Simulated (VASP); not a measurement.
# MgB2 (P6/mmm) in VASP: notebook

Runs on MgB2. Level: PBE. Tasks: single point.

All numbers are computed with VASP 6.6.1; they aren't measurements. Logs are shortened: lines on timing, memory, paths and dates and some standing lists are left out, and cuts for length are marked.

**1. The cell of the first run**

It takes space group P6/mmm (No. 191, hexagonal). Conventional cell: a = 2.981 Å, b = 2.981 Å, c = 3.547 Å, α = 90.00°, β = 90.00°, γ = 120.00°. Within 3.3 Å of Mg (site symmetry 6/mmm) lie 12 B at 2.47 Å and 6 Mg at 2.98 Å. B (site symmetry -6m2) has 3 B at 1.72 Å within 2.3 Å.

**2. Single point, PBE (biaxial strain in the a-b plane: -3.0 %, then relaxed in part)**

File INCAR:

```
PREC = Accurate
ENCUT = 520
EDIFF = 1E-6
ISMEAR = 0
SIGMA = 0.1
LREAL = F
LASPH = T
NELM = 80
ALGO = Normal
ISIF = 2
LWAVE = F
LCHARG = T
GGA = PE
LELF = T
LVHAR = T
NBANDS = 11
```

File KPOINTS:

```
Automatic mesh
0
Gamma
  15 15 12
```

File POSCAR:

```
MgB2
1.0
    2.9805838513      0.0000000000      0.0000000000
   -1.4902919256      2.5812613333      0.0000000000
    0.0000000000      0.0000000000      3.5471101157
Mg B
1 2
Direct
    0.0000000000      0.0000000000      0.0000000000
    0.6666666667      0.3333333333      0.5000000000
    0.3333333333      0.6666666667      0.5000000000
```

Potentials or basis: VASP PAW PBE potentials, release 64 (Mg, B).

Launch:

```
> cat potpaw_PBE.64/Mg/POTCAR potpaw_PBE.64/B/POTCAR > POTCAR
> mpirun -np 1 vasp_std > vasp.out
```

OUTCAR:

```text
PREC = Accurate
   ENCUT = 520
   EDIFF = 1E-6
   ISMEAR = 0
   LREAL = F
   LASPH = T
   NELM = 80
   ISIF = 2
   GGA = PE

 ion  position               nearest neighbor table
   1  0.000  0.000  0.000-   2 2.47   3 2.47   2 2.47   3 2.47   3 2.47   3 2.47   2 2.47   2 2.47
                             2 2.47   2 2.47   3 2.47   3 2.47
   2  0.667  0.333  0.500-   3 1.72   3 1.72   3 1.72   1 2.47   1 2.47   1 2.47   1 2.47   1 2.47
                             1 2.47
   3  0.333  0.667  0.500-   2 1.72   2 1.72   2 1.72   1 2.47   1 2.47   1 2.47   1 2.47   1 2.47
                             1 2.47

  LATTYP: Found a hexagonal cell.
 ALAT       =     2.9805838513
 C/A-ratio  =     1.1900722451

  Lattice vectors:

 A1 = (   2.9805838513,   0.0000000000,   0.0000000000)
 A2 = (  -1.4902919256,   2.5812613333,   0.0000000000)
 A3 = (   0.0000000000,   0.0000000000,   3.5471101157)

Analysis of symmetry for initial positions (statically):
=====================================================================
 Subroutine PRICEL returns:
 Original cell was already a primitive cell.

 Routine SETGRP: Setting up the symmetry group for a
 hexagonal supercell.

 Subroutine GETGRP returns: Found 24 space group operations
 (whereof 24 operations were pure point group operations)
 out of a pool of 24 trial point group operations.

The static configuration has the point symmetry D_6h.

Analysis of symmetry for dynamics (positions and initial velocities):
=====================================================================
 Subroutine PRICEL returns:
 Original cell was already a primitive cell.

 Routine SETGRP: Setting up the symmetry group for a
 hexagonal supercell.

 Subroutine GETGRP returns: Found 24 space group operations
 (whereof 24 operations were pure point group operations)
 out of a pool of 24 trial point group operations.

The dynamic configuration has the point symmetry D_6h.

 Subroutine INISYM returns: Found 24 space group operations
 (whereof 24 operations are pure point group operations),
 and found     1 'primitive' translations

----------------------------------------------------------------------------------------

                                     Primitive cell

  volume of cell :      27.2903

  direct lattice vectors                    reciprocal lattice vectors
     2.980583851  0.000000000  0.000000000     0.335504737  0.193703750  0.000000000
    -1.490291926  2.581261333  0.000000000     0.000000000  0.387407500  0.000000000
     0.000000000  0.000000000  3.547110116     0.000000000  0.000000000  0.281919638

  length of vectors
     2.980583851  2.980583851  3.547110116     0.387407500  0.387407500  0.281919638

[... 90 lines left out ...]
   POTIM  = 0.5000    time-step for ionic-motion
   TEBEG  =    0.0;   TEEND  =   0.0 temperature during run
   PSTRESS=    0.0 pullay stress
   NELECT =       8.0000    total number of electrons
   NUPDOWN=      -1.0000    fix difference up-down
   EMIN   =  10.00;   EMAX   =-10.00  energy-range for DOS
   EFERMI =   0.00;   METHOD = LEGACY
   ISMEAR =     0;   SIGMA  =   0.10  broadening in eV -4-tet -1-fermi 0-gaus
   EFERMI_NEDOS =   21; number of points for ismear=-14 and -15
   IALGO  =     38    algorithm
   IMIX   =      4    mixing-type and parameters
     AMIX     =   0.40;   BMIX     =  1.00
     AMIX_MAG =   1.60;   BMIX_MAG =  1.00
  volume/ion in A,a.u.               =       9.10        61.39
  Fermi-wavevector in a.u.,A,eV,Ry     =   1.087516  2.055106 16.091477  1.182690
  Thomas-Fermi vector in A             =   2.223677
   LORBIT       =      0    0 simple, 1 ext, 2 COOP (PROOUT), +10 PAW based schemes
   GGA     = PE    functional components
   LHFCALC =     F    Hartree Fock is set to
   AEXX    =    0.0000 exact exchange contribution
   IVDW    =     0    specifies the selected vdW correction
   LEPSILON=     F    determine dielectric tensor
   LRPA    =     F    only Hartree local field effects (RPA)
 non-spin polarized calculation
 Gauss-broadening in eV      SIGMA  =   0.10
  energy-cutoff  :      520.00
  volume of cell :       27.29
 maximum number of plane-waves:       758
 NGX is ok and might be reduce to    24
   NGX = 11   NGY = 11   NGZ = 13

 number of electron       8.0000000 magnetization

 Free energy of the ion-electron system (eV)
  ---------------------------------------------------
  ext. energy  EPLUGINS =         0.00000000
  ---------------------------------------------------
  free energy    TOTEN  =       -15.24010648 eV

  energy without entropy =      -15.23665798  energy(sigma->0) =      -15.23838223

 E-fermi :   5.7863     XC(G=0): -11.1419

 val. band max:        5.7391716046   @ k =   0.0667   0.0667   0.0833
 cond. band min:       5.7868978482   @ k =   0.3333   0.2000   0.3333
 fundamental gap:      0.0477262436
 Fermi energy:         5.7862635183

 k-point     1 :       0.0000    0.0000    0.0000
  band No.  band energies     occupation
      1      -7.0934      2.00000
      2       2.2325      2.00000
      3       6.3485      0.00000
      4       6.3485      0.00000
      5       6.8492      0.00000
      6      12.7422      0.00000
      7      12.7422      0.00000
      8      15.1823      0.00000
      9      16.4937      0.00000
     10      19.6079      0.00000
     11      22.2998      0.00000
[... 309 lines left out ...]
 k-point    24 :       0.4000    0.2000    0.0000
  band No.  band energies     occupation
      1      -2.4245      2.00000
      2      -1.8251      2.00000
      3       1.2758      2.00000
      4       6.2853      0.00000
      5       8.3816      0.00000
      6      11.1415      0.00000
      7      11.7023      0.00000
      8      14.4442      0.00000
      9      15.3466      0.00000
     10      18.1436      0.00000
     11      20.8815      0.00000

 [... further k-points ...]
[... 5 lines left out ...]
  --------------------------------------------------------------------------------------
  -------------------------------------------------------------------------------------
  Total        2.8707768      2.8707768     -0.0700550      0.0000000     -0.0000000     -0.0000000
  in kB      168.5396253    168.5396253     -4.1128398      0.0000000     -0.0000000     -0.0000000
  external PRESSURE =     110.9888036 kB  Pullay stress =       0.0000000 kB

 VOLUME and BASIS-vectors are now :
 -----------------------------------------------------------------------------
  energy-cutoff  :      520.00
  volume of cell :       27.29
      direct lattice vectors                 reciprocal lattice vectors
     2.980583851  0.000000000  0.000000000     0.335504737  0.193703750  0.000000000
    -1.490291926  2.581261333  0.000000000     0.000000000  0.387407500  0.000000000
     0.000000000  0.000000000  3.547110116     0.000000000  0.000000000  0.281919638

 POSITION                                       TOTAL-FORCE (eV/Angst)
 -----------------------------------------------------------------------------------
      0.00000      0.00000      0.00000         0.000000      0.000000      0.000000
      1.49029      0.86042      1.77356        -0.000000      0.000000     -0.000000
     -0.00000      1.72084      1.77356         0.000000      0.000000      0.000000
 -----------------------------------------------------------------------------------
    total drift:                                0.000000     -0.000000      0.000000

  FREE ENERGIE OF THE ION-ELECTRON SYSTEM (eV)
  ---------------------------------------------------
  free  energy   TOTEN  =       -15.2401064824 eV

  energy  without entropy=      -15.2366579805  energy(sigma->0) =      -15.23838223
```

stdout:

```text
POSCAR found type information on POSCAR MgB
 POSCAR found :  2 types and       3 ions
 scaLAPACK will be used
 LDA part: xc-table for (Slater+PW92), standard interpolation
 POSCAR, INCAR and KPOINTS ok, starting setup
 FFT: planning ... GRIDC
 FFT: planning ... GRID_SOFT
 FFT: planning ... GRID
 WAVECAR not read
 entering main loop
```

Run time: 18 s. Hardware: 1 thread of Intel Xeon 6975P-C (Granite Rapids), shared host; peak memory 0.19 GiB.

What came out:

| Item | Value |
| --- | --- |
| Free energy | -15.2401 eV |
| Pressure | 11.1 GPa |
| Band gap on the k mesh | zero (band 4 reaches 7.38 eV, above the bottom of band 5 at 3.69 eV) |

Levels at points of the mesh, in eV from the Fermi level:
```tsv
k point	band 1	band 2	band 3	band 4	band 5	band 6	band 7	band 8	band 9
(0.00, 0.00, 0.00)	-12.88	-3.55	0.56	0.56	1.06	6.96	6.96	9.40	10.71
(0.00, 0.00, 0.50)	-11.65	-7.91	0.89	0.89	7.19	7.19	8.77	9.27	11.31
```

Caveat: the cell differs from its parent crystal (biaxial strain in the a-b plane: -3.0 %, then relaxed in part).

**3. Single point, PBE (biaxial strain in the a-b plane: -3.0 %)**

INCAR, as its differences from that of step 2:

```diff
@@ -11,6 +11,4 @@
 LWAVE = F
-LCHARG = T
+LCHARG = F
 GGA = PE
-LELF = T
-LVHAR = T
 NBANDS = 11
```

File KPOINTS:

```
regular mesh
0
Gamma
  15 15 12
```

POSCAR, as its differences from that of step 2:

```diff
@@ -4,3 +4,3 @@
    -1.4902919256      2.5812613333      0.0000000000
-    0.0000000000      0.0000000000      3.5471101157
+    0.0000000000      0.0000000000      3.5954029986
 Mg B
```

Potentials or basis: VASP PAW PBE potentials, release 64 (Mg, B).

Launch:

```
> cat potpaw_PBE.64/Mg/POTCAR potpaw_PBE.64/B/POTCAR > POTCAR
> mpirun -np 1 vasp_std > vasp.out
```

It took 20 s on 1 thread of Intel Xeon 6975P-C (Granite Rapids), shared host; peak memory 0.18 GiB.

The run converged. Its results:

```yaml
Free_energy: -15.2346 eV
Pressure: 9.3 GPa
Band_gap_on_the_k_mesh: zero (band 4 reaches 7.23 eV, above the bottom of band 5 at 3.65 eV)
```

Stress tensor (GPa, compression positive):
```
16.21  0.00  0.00
 0.00 16.21  0.00
 0.00  0.00 -4.51
```

Levels at points of the mesh, in eV from the Fermi level:
```tsv
k point	band 1	band 2	band 3	band 4	band 5	band 6	band 7	band 8	band 9
(0.00, 0.00, 0.00)	-12.82	-3.67	0.61	0.61	0.79	7.02	7.02	9.46	10.67
(0.00, 0.00, 0.50)	-11.65	-7.90	0.91	0.91	7.25	7.25	8.79	8.84	11.28
```

Caveat: the cell differs from its parent crystal (biaxial strain in the a-b plane: -3.0 %).

**4. Single point, PBE (biaxial strain in the a-b plane: -1.5 %, then relaxed in part)**

File INCAR:

```
PREC = Accurate ; ENCUT = 520
EDIFF = 1E-6 ; ISMEAR = 0
SIGMA = 0.1 ; LREAL = False
LASPH = True ; NELM = 80
ALGO = Normal ; ISIF = 2
LWAVE = False ; LCHARG = False
GGA = PE ; NBANDS = 11
```

KPOINTS is that of step 3.

File POSCAR:

```
MgB2
1.0
    3.0266753541      0.0000000000      0.0000000000
   -1.5133376771      2.6211777457      0.0000000000
    0.0000000000      0.0000000000      3.5410914627
Mg B
1 2
Direct
    0.0000000000      0.0000000000      0.0000000000
    0.6666666667      0.3333333333      0.5000000000
    0.3333333333      0.6666666667      0.5000000000
```

Launch:

```
> cat potpaw_PBE.64/Mg/POTCAR potpaw_PBE.64/B/POTCAR > POTCAR
> mpirun -np 1 vasp_std > vasp.out
```

It took 24 s on 1 thread of Intel Xeon 6975P-C (Granite Rapids), shared host; peak memory 0.19 GiB.

It converged, with:

```
Free energy            : -15.3053 eV
Pressure               : 5.0 GPa
Band gap on the k mesh : zero (band 4 reaches 7.22 eV, above the bottom of band 5 at 3.49 eV)
```

Stress tensor (GPa, compression positive):
```
 7.71  0.00  0.00
 0.00  7.71  0.00
 0.00  0.00 -0.43
```

Levels at points of the mesh, in eV from the Fermi level:
| k point | band 2 | band 3 | band 4 | band 5 | band 6 | band 7 |
| --- | --- | --- | --- | --- | --- | --- |
| (0.00, 0.00, 0.00) | -3.27 | 0.48 | 0.48 | 1.32 | 6.68 | 6.68 |
| (0.00, 0.00, 0.50) | -7.67 | 0.83 | 0.83 | 6.95 | 6.95 | 8.41 |

Caveat: the cell differs from its parent crystal (biaxial strain in the a-b plane: -1.5 %, then relaxed in part).

(Part 1 of 2 ends here.)
